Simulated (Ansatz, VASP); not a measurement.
## Two plane-wave programs on BaTiO3

INCAR

```
PREC = Accurate
ENCUT = 1340
EDIFF = 1E-6
ISMEAR = 0
SIGMA = 0.05
LREAL = F
LASPH = T
NELM = 200
ALGO = Normal
ISIF = 2
LWAVE = F
LCHARG = F
LMAXMIX = 4
LDAU = T
LDAUTYPE = 2
LDAUL = -1 2 -1
LDAUU = 0 4 0
LDAUJ = 0 0 0
LDAUPRINT = 1
GGA = PE
NBANDS = 28
GGA_COMPAT = F
```

Contents of KPOINTS:

```
Automatic mesh
0
Gamma
  8 8 8
```

File POSCAR:

```
BaTiO3
1.0
    3.9954120776      0.0000000000      0.0000000000
    0.0000000000      3.9954120776      0.0000000000
    0.0000000000      0.0000000000      3.9954120776
Ba Ti O
1 1 3
Direct
    0.5000000000      0.5000000000      0.5000000000
    0.0000000000      0.0000000000      0.0000000000
    0.5000000000      0.0000000000      0.0000000000
    0.0000000000      0.5000000000      0.0000000000
    0.0000000000      0.0000000000      0.5000000000
```

Input for Ansatz:

```yaml
crystal:
  lattice:
    - [3.9954120776, 0.0, 0.0]
    - [0.0, 3.9954120776, 0.0]
    - [0.0, 0.0, 3.9954120776]
  atoms:
    - { symbol: Ba, position: [0.5, 0.5, 0.5] }
    - { symbol: Ti, position: [0.0, 0.0, 0.0] }
    - { symbol: O, position: [0.5, 0.0, 0.0] }
    - { symbol: O, position: [0.0, 0.5, 0.0] }
    - { symbol: O, position: [0.0, 0.0, 0.5] }
basis:
  ecutwfc: 520.0
kpoints:
  mp_grid: { grid: [8, 8, 8] }
hamiltonian:
  xc: pbe
  pseudopotentials: { kind: paw, azcp: { folder: soft_1 } }
  hubbard: { sites: [{ species: Ti, l: d, u_eff: 4.0 }] }
scf:
  occupations: { method: gaussian, width: 0.05 }
output:
  forces: true
  stress: true
  eigenvalues: true
```

Change from the starting cell: mode 1 frozen in at +0.000 Å, equal normal strain along x, y and z -0.0083.

Alike in both runs: task single point; functional PBE; k mesh 8 × 8 × 8; occupations gaussian, width 0.05 eV; no spin polarisation; Hubbard terms Ti d U = 4.0 eV.

```csv
,VASP,Ansatz
version,VASP 6.6.1,Ansatz 0.2.0
potentials or method,"VASP PAW PBE potentials, release 64 (Ba_sv, Ti_sv, O_h), cutoff 1340 eV","scalar-relativistic, plane waves, PAW"
valence electrons in the cell,40,40
```

Ansatz gave:

```
gap on the k mesh at the Fermi level (eV) : 2.28
least direct gap on the mesh (eV)         : 2.42
pressure (GPa)                            : 4.3
```

Q: What did VASP give for the same quantities?

A: gap on the k mesh at the Fermi level (eV): 2.23; least direct gap on the mesh (eV): 2.42; pressure (GPa): 7.9.

The programs project onto different local orbitals, so the same U acts differently, and such runs can settle in different states.

Spin-orbit coupling is off throughout.
